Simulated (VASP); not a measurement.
A run of VASP 6.6.1 is set up as follows.

INCAR

```
ALGO = Normal
EDIFF = 1E-6
ENCUT = 520
GGA = PS
ISIF = 2
ISMEAR = -1
LASPH = True
LCHARG = True
LELF = True
LREAL = False
LVHAR = True
LWAVE = False
NBANDS = 8
NELM = 100
PREC = Accurate
SIGMA = 0.05
```

The input KPOINTS:

```
k-points
0
Gamma
  11 11 11
```

File POSCAR:

```
Al
1.0
    0.0000000000      2.0085750550      2.0085750550
    2.0085750550      0.0000000000      2.0085750550
    2.0085750550      2.0085750550      0.0000000000
Al
1
Direct
    0.0000000000      0.0000000000      0.0000000000
```

Potentials or basis: VASP PAW PBE potentials, release 64 (Al).

Launch:

```bash
$ cat potpaw_PBE.64/Al/POTCAR > POTCAR
$ mpirun -np 1 vasp_std > vasp.out
```

(1) Estimate the pressure.

## Answers

(1) 0.0 GPa.

Caveat: the PAW data sets were made with another functional, which shifts forces and pressure a little.
